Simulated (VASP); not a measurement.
# TiN (Fm-3m) in VASP: notebook

TiN is run at these levels: r2SCAN; tasks: single point, relaxation of cell and atoms.

Program: VASP 6.6.1. These are calculated values, not measurements. Logs are shortened: lines on timing, memory, paths and dates and some standing lists are left out, and cuts for length are marked.

### 1 The cell of the first run

It takes space group Fm-3m (No. 225, cubic). Conventional cell: a = 4.232 Å, b = 4.232 Å, c = 4.232 Å, α = 90.00°, β = 90.00°, γ = 90.00°. Ti (site symmetry m-3m) has 6 N at 2.12 Å within 2.8 Å. N (site symmetry m-3m) has 6 Ti at 2.12 Å within 2.8 Å.

### 2 Single point, r2SCAN

Input file POSCAR:

```
TiN
1.0
    0.0000000000      2.1162032515      2.1162032515
    2.1162032515      0.0000000000      2.1162032515
    2.1162032515      2.1162032515      0.0000000000
Ti N
1 1
Direct
    0.0000000000      0.0000000000      0.0000000000
    0.5000000000      0.5000000000      0.5000000000
```

Input file INCAR.step1:

```
SYSTEM = TiN
PREC = Accurate
ENCUT = 520
ISMEAR = 0
SIGMA = 0.1
LREAL = .False.
LASPH = .True.
NELM = 100
NBANDS = 16
GGA = PE
ALGO = Normal
EDIFF = 1E-4
LWAVE = .True.
LCHARG = .False.
```

Input file INCAR.step2:

```
SYSTEM = TiN
PREC = Accurate
ENCUT = 520
EDIFF = 1E-6
ISMEAR = 0
SIGMA = 0.1
LREAL = .False.
LASPH = .True.
NELM = 100
ALGO = Normal
ISIF = 2
LWAVE = .False.
LCHARG = .False.
METAGGA = R2SCAN
LMIXTAU = .True.
NBANDS = 16
ISTART = 1
```

Input file KPOINTS:

```
Automatic mesh
0
Gamma
  8 8 8
  0 0 0
```

Potentials or basis: VASP PAW PBE potentials, release 64 (Ti_sv, N).

The run is started by

```sh
$ cat potpaw_PBE.64/Ti_sv/POTCAR potpaw_PBE.64/N/POTCAR > POTCAR
$ cp INCAR.step1 INCAR
$ mpirun -np 1 vasp_std > vasp.out
$ cp INCAR.step2 INCAR
$ mpirun -np 1 vasp_std > vasp.out
```

OUTCAR:

```text
SYSTEM = TiN
   PREC = Accurate
   ENCUT = 520
   EDIFF = 1E-6
   ISMEAR = 0
   LREAL = .False.
   LASPH = .True.
   NELM = 100
   ISIF = 2
   METAGGA = R2SCAN
   ISTART = 1

 ion  position               nearest neighbor table
   1  0.000  0.000  0.000-   2 2.12   2 2.12   2 2.12   2 2.12   2 2.12   2 2.12
   2  0.500  0.500  0.500-   1 2.12   1 2.12   1 2.12   1 2.12   1 2.12   1 2.12

  LATTYP: Found a face centered cubic cell.
 ALAT       =     4.2324065030

  Lattice vectors:

 A1 = (   0.0000000000,   2.1162032515,   2.1162032515)
 A2 = (   2.1162032515,   0.0000000000,   2.1162032515)
 A3 = (   2.1162032515,   2.1162032515,   0.0000000000)

Analysis of symmetry for initial positions (statically):
=====================================================================
 Subroutine PRICEL returns:
 Original cell was already a primitive cell.

 Routine SETGRP: Setting up the symmetry group for a
 face centered cubic supercell.

 Subroutine GETGRP returns: Found 48 space group operations
 (whereof 48 operations were pure point group operations)
 out of a pool of 48 trial point group operations.

The static configuration has the point symmetry O_h .

Analysis of symmetry for dynamics (positions and initial velocities):
=====================================================================
 Subroutine PRICEL returns:
 Original cell was already a primitive cell.

 Routine SETGRP: Setting up the symmetry group for a
 face centered cubic supercell.

 Subroutine GETGRP returns: Found 48 space group operations
 (whereof 48 operations were pure point group operations)
 out of a pool of 48 trial point group operations.

The dynamic configuration has the point symmetry O_h .

 Subroutine INISYM returns: Found 48 space group operations
 (whereof 48 operations are pure point group operations),
 and found     1 'primitive' translations

----------------------------------------------------------------------------------------

                                     Primitive cell

  volume of cell :      18.9541

  direct lattice vectors                    reciprocal lattice vectors
     0.000000000  2.116203251  2.116203251    -0.236272201  0.236272201  0.236272201
     2.116203251  0.000000000  2.116203251     0.236272201 -0.236272201  0.236272201
     2.116203251  2.116203251  0.000000000     0.236272201  0.236272201 -0.236272201

  length of vectors
     2.992763339  2.992763339  2.992763339     0.409235457  0.409235457  0.409235457

  position of ions in fractional coordinates (direct lattice)
     0.000000000  0.000000000  0.000000000
     0.500000000  0.500000000  0.500000000

  ion indices of the primitive-cell ions
   primitive index   ion index
                 1           1
                 2           2

----------------------------------------------------------------------------------------

 KPOINTS: Automatic mesh

Automatic generation of k-mesh.
 Grid dimensions read from file:
 generate k-points for:    8    8    8

 Generating k-lattice:

  Cartesian coordinates                     Fractional coordinates (reciprocal lattice)
    -0.029534025  0.029534025  0.029534025     0.125000000  0.000000000  0.000000000
     0.029534025 -0.029534025  0.029534025     0.000000000  0.125000000  0.000000000
     0.029534025  0.029534025 -0.029534025     0.000000000  0.000000000  0.125000000

  Length of vectors
     0.051154432  0.051154432  0.051154432

  Shift w.r.t. Gamma in fractional coordinates (k-lattice)
     0.000000000  0.000000000  0.000000000

 Subroutine IBZKPT returns following result:
 ===========================================

 Found     29 irreducible k-points:

 Following reciprocal coordinates:
            Coordinates               Weight
  0.000000  0.000000  0.000000      1.000000
  0.125000  0.000000  0.000000      8.000000
  0.250000  0.000000  0.000000      8.000000
  0.375000  0.000000  0.000000      8.000000
  0.500000  0.000000  0.000000      4.000000
  0.125000  0.125000  0.000000      6.000000
[... 16 lines left out ...]
  0.500000  0.250000  0.125000     48.000000
 -0.375000  0.250000  0.125000     24.000000
 [... further k-points ...]
   k-points           NKPTS =     29   k-points in BZ     NKDIM =     29   number of bands    NBANDS=     16
   number of dos      NEDOS =    301   number of ions     NIONS =      2
   total plane-waves  NPLWV =  13824
   dimension x,y,z NGX =    24 NGY =   24 NGZ =   24
   dimension x,y,z NGXF=    48 NGYF=   48 NGZF=   48
   ions per type =               1   1
   NGX,Y,Z   is equivalent  to a cutoff of  13.33, 13.33, 13.33 a.u.
   NGXF,Y,Z  is equivalent  to a cutoff of  26.66, 26.66, 26.66 a.u.
 SYSTEM =  TiN
   PREC   = accura    normal or accurate (medium, high low for compatibility)
   ISTART =      1    job   : 0-new  1-cont  2-samecut
   ICHARG =      0    charge: 1-file 2-atom 10-const
   ISPIN  =      1    spin polarized calculation?
   LNONCOLLINEAR =      F non collinear calculations
   LSORBIT =      F    spin-orbit coupling
   LASPH  =      T    aspherical Exc in radial PAW
   ENCUT  =  520.0 eV  38.22 Ry    6.18 a.u.   5.56  5.56  5.56*2*pi/ulx,y,z
   NELM   =    100;   NELMIN=  2; NELMDL=  0     # of ELM steps
   EDIFF  = 0.1E-05   stopping-criterion for ELM
   LREAL  =      F    real-space projection
   EDIFFG = 0.1E-04   stopping-criterion for IOM
   NSW    =      0    number of steps for IOM
   IBRION =     -1    ionic relax: 0-MD 1-quasi-New 2-CG
   NFREE  =      0    steps in history (QN), initial steepest desc. (CG)
   ISIF   =      2    stress and relaxation
   ISYM   =      2    0-nonsym 1-usesym 2-fastsym
   POTIM  = 0.5000    time-step for ionic-motion
   TEBEG  =    0.0;   TEEND  =   0.0 temperature during run
   PSTRESS=    0.0 pullay stress
   NELECT =      17.0000    total number of electrons
   NUPDOWN=      -1.0000    fix difference up-down
   EMIN   =  10.00;   EMAX   =-10.00  energy-range for DOS
   EFERMI =   0.00;   METHOD = LEGACY
   ISMEAR =     0;   SIGMA  =   0.10  broadening in eV -4-tet -1-fermi 0-gaus
   EFERMI_NEDOS =   21; number of points for ismear=-14 and -15
   IALGO  =     38    algorithm
   IMIX   =      4    mixing-type and parameters
     AMIX     =   0.40;   BMIX     =  1.00
     AMIX_MAG =   1.60;   BMIX_MAG =  1.00
  volume/ion in A,a.u.               =       9.48        63.95
  Fermi-wavevector in a.u.,A,eV,Ry     =   1.578788  2.983476 33.913486  2.492571
  Thomas-Fermi vector in A             =   2.679266
   LORBIT       =      0    0 simple, 1 ext, 2 COOP (PROOUT), +10 PAW based schemes
   METAGGA = R2SCAN    functional components
   LHFCALC =     F    Hartree Fock is set to
   AEXX    =    0.0000 exact exchange contribution
   IVDW    =     0    specifies the selected vdW correction
   LEPSILON=     F    determine dielectric tensor
   LRPA    =     F    only Hartree local field effects (RPA)
 non-spin polarized calculation
 Gauss-broadening in eV      SIGMA  =   0.10
  energy-cutoff  :      520.00
  volume of cell :       18.95
 maximum number of plane-waves:       531
 NGX is ok and might be reduce to    24
   NGX = 11   NGY = 11   NGZ = 11

 number of electron      17.0000001 magnetization

 Free energy of the ion-electron system (eV)
  ---------------------------------------------------
  ext. energy  EPLUGINS =         0.00000000
  ---------------------------------------------------
  free energy    TOTEN  =       -26.00366508 eV

  energy without entropy =      -25.99510955  energy(sigma->0) =      -25.99938732

 E-fermi :  11.7625     XC(G=0): -13.9166

 val. band max:       11.7132001054   @ k =   0.1250   0.0000   0.0000
 cond. band min:      11.7750712073   @ k =   0.3750   0.1250   0.0000
 fundamental gap:      0.0618711019
 Fermi energy:        11.7625241281

 k-point     1 :       0.0000    0.0000    0.0000
  band No.  band energies     occupation
      1     -48.6042      2.00000
      2     -23.5372      2.00000
      3     -23.5371      2.00000
      4     -23.5371      2.00000
      5      -6.5622      2.00000
      6       9.3445      2.00000
[... 8 lines left out ...]
     15      25.6404      0.00000
     16      32.1221      0.00000

 k-point     2 :       0.1250    0.0000    0.0000
  band No.  band energies     occupation
      1     -48.5895      2.00000
      2     -23.6409      2.00000
      3     -23.5453      2.00000
      4     -23.5452      2.00000
      5      -6.2597      2.00000
      6       7.9747      2.00000
[... 8 lines left out ...]
     15      25.7116      0.00000
     16      31.6688      0.00000

 k-point     3 :       0.2500    0.0000    0.0000
  band No.  band energies     occupation
      1     -48.5538      2.00000
      2     -23.8846      2.00000
      3     -23.5648      2.00000
      4     -23.5648      2.00000
      5      -5.4721      2.00000
      6       5.7825      2.00000
[... 8 lines left out ...]
     15      25.2670      0.00000
     16      29.9531      0.00000

 k-point     4 :       0.3750    0.0000    0.0000
  band No.  band energies     occupation
      1     -48.5178      2.00000
      2     -24.1194      2.00000
      3     -23.5842      2.00000
      4     -23.5842      2.00000
      5      -4.5511      2.00000
      6       3.9493      2.00000
[... 8 lines left out ...]
     15      25.7186      0.00000
     16      27.8461      0.00000

 k-point     5 :       0.5000    0.0000    0.0000
  band No.  band energies     occupation
      1     -48.5028      2.00000
      2     -24.2143      2.00000
      3     -23.5922      2.00000
      4     -23.5921      2.00000
      5      -4.1000      2.00000
      6       3.1927      2.00000
[... 8 lines left out ...]
     15      26.4157      0.00000
     16      26.9052      0.00000

 k-point     6 :       0.1250    0.1250    0.0000
  band No.  band energies     occupation
      1     -48.5846      2.00000
      2     -23.6333      2.00000
      3     -23.5682      2.00000
      4     -23.5681      2.00000
      5      -6.1827      2.00000
      6       7.1609      2.00000
[... 8 lines left out ...]
     15      25.8907      0.00000
     16      31.0990      0.00000

 k-point     7 :       0.2500    0.1250    0.0000
  band No.  band energies     occupation
      1     -48.5560      2.00000
      2     -23.8111      2.00000
      3     -23.5982      2.00000
      4     -23.5845      2.00000
      5      -5.6259      2.00000
      6       5.7909      2.00000
[... 8 lines left out ...]
     15      25.6537      0.00000
     16      29.9450      0.00000

 k-point     8 :       0.3750    0.1250    0.0000
  band No.  band energies     occupation
      1     -48.5201      2.00000
      2     -24.0342      2.00000
      3     -23.6177      2.00000
      4     -23.6141      2.00000
      5      -4.8435      2.00000
      6       4.4971      2.00000
[... 8 lines left out ...]
     15      25.3596      0.00000
     16      27.9410      0.00000

 k-point     9 :       0.5000    0.1250    0.0000
  band No.  band energies     occupation
      1     -48.4981      2.00000
      2     -24.1652      2.00000
      3     -23.6486      2.00000
      4     -23.6155      2.00000
      5      -4.2772      2.00000
      6       3.6242      2.00000
[... 8 lines left out ...]
     15      25.9185      0.00000
     16      26.6871      0.00000
[... 172 lines left out ...]
 k-point    19 :       0.5000    0.3750    0.0000
  band No.  band energies     occupation
      1     -48.4753      2.00000
      2     -24.0530      2.00000
      3     -23.7814      2.00000
      4     -23.7265      2.00000
      5      -5.0525      2.00000
      6       5.3026      2.00000
[... 8 lines left out ...]
     15      24.6361      0.00000
     16      26.0682      0.00000

 k-point    20 :      -0.3750    0.3750    0.0000
  band No.  band energies     occupation
      1     -48.4731      2.00000
      2     -23.9914      2.00000
      3     -23.9042      2.00000
      4     -23.6935      2.00000
      5      -4.7665      2.00000
      6       5.5126      2.00000
[... 8 lines left out ...]
     15      24.0386      0.00000
     16      25.2660      0.00000

 k-point    21 :       0.5000    0.5000    0.0000
  band No.  band energies     occupation
      1     -48.4706      2.00000
      2     -24.0866      2.00000
      3     -23.7492      2.00000
      4     -23.7491      2.00000
      5      -5.2015      2.00000
      6       5.4526      2.00000
[... 8 lines left out ...]
     15      24.4040      0.00000
     16      26.6615      0.00000

 k-point    22 :       0.3750    0.2500    0.1250
  band No.  band energies     occupation
      1     -48.5273      2.00000
      2     -23.9269      2.00000
      3     -23.6838      2.00000
      4     -23.5982      2.00000
      5      -5.1447      2.00000
      6       4.9434      2.00000
[... 8 lines left out ...]
     15      25.2653      0.00000
     16      27.6064      0.00000

 k-point    23 :       0.5000    0.2500    0.1250
  band No.  band energies     occupation
      1     -48.4985      2.00000
      2     -24.0486      2.00000
      3     -23.7428      2.00000
      4     -23.6293      2.00000
      5      -4.6388      2.00000
      6       4.3847      2.00000
[... 8 lines left out ...]
     15      24.9644      0.00000
     16      26.4886      0.00000

 k-point    24 :      -0.3750    0.2500    0.1250
  band No.  band energies     occupation
      1     -48.4866      2.00000
      2     -24.1013      2.00000
      3     -23.7575      2.00000
      4     -23.6488      2.00000
      5      -4.4199      2.00000
      6       4.1661      2.00000
[... 8 lines left out ...]
     15      25.2536      0.00000
     16      26.2553      0.00000

 [... further k-points ...]
[... 5 lines left out ...]
  --------------------------------------------------------------------------------------
  -------------------------------------------------------------------------------------
  Total        0.2075189      0.2075189      0.2075189     -0.0000000      0.0000000      0.0000000
  in kB       17.5414778     17.5414778     17.5414778     -0.0000000      0.0000000      0.0000000
  external PRESSURE =      17.5414778 kB  Pullay stress =       0.0000000 kB

 VOLUME and BASIS-vectors are now :
 -----------------------------------------------------------------------------
  energy-cutoff  :      520.00
  volume of cell :       18.95
      direct lattice vectors                 reciprocal lattice vectors
     0.000000000  2.116203251  2.116203251    -0.236272201  0.236272201  0.236272201
     2.116203251  0.000000000  2.116203251     0.236272201 -0.236272201  0.236272201
     2.116203251  2.116203251  0.000000000     0.236272201  0.236272201 -0.236272201

 POSITION                                       TOTAL-FORCE (eV/Angst)
 -----------------------------------------------------------------------------------
      0.00000      0.00000      0.00000        -0.000000      0.000000     -0.000000
      2.11620      2.11620      2.11620         0.000000     -0.000000      0.000000
 -----------------------------------------------------------------------------------
    total drift:                                0.000000     -0.000000     -0.000000

  FREE ENERGIE OF THE ION-ELECTRON SYSTEM (eV)
  ---------------------------------------------------
  free  energy   TOTEN  =       -26.0036650828 eV

  energy  without entropy=      -25.9951095513  energy(sigma->0) =      -25.99938732
```

Run time: 17 s. Hardware: 1 thread of Intel Xeon 6975P-C (Granite Rapids), shared host; peak memory 0.14 GiB.

Results:

```yaml
Free_energy: -26.0037 eV
Pressure: 1.8 GPa
```

Levels at points of the mesh, in eV from the Fermi level:
| k point | band 7 | band 8 | band 9 | band 10 | band 11 | band 12 |
| --- | --- | --- | --- | --- | --- | --- |
| (0.00, 0.00, 0.00) | -2.42 | -2.42 | -0.64 | -0.64 | -0.64 | 0.58 |
| (0.50, 0.00, 0.00) | -5.97 | -5.97 | 1.74 | 1.74 | 2.44 | 5.97 |
| (0.50, 0.50, 0.00) | -3.65 | -3.65 | -3.14 | 1.67 | 2.45 | 2.45 |

Caveat: the PAW data sets were made with another functional, which shifts forces and pressure a little.

(Continued in part 2 of 2.)
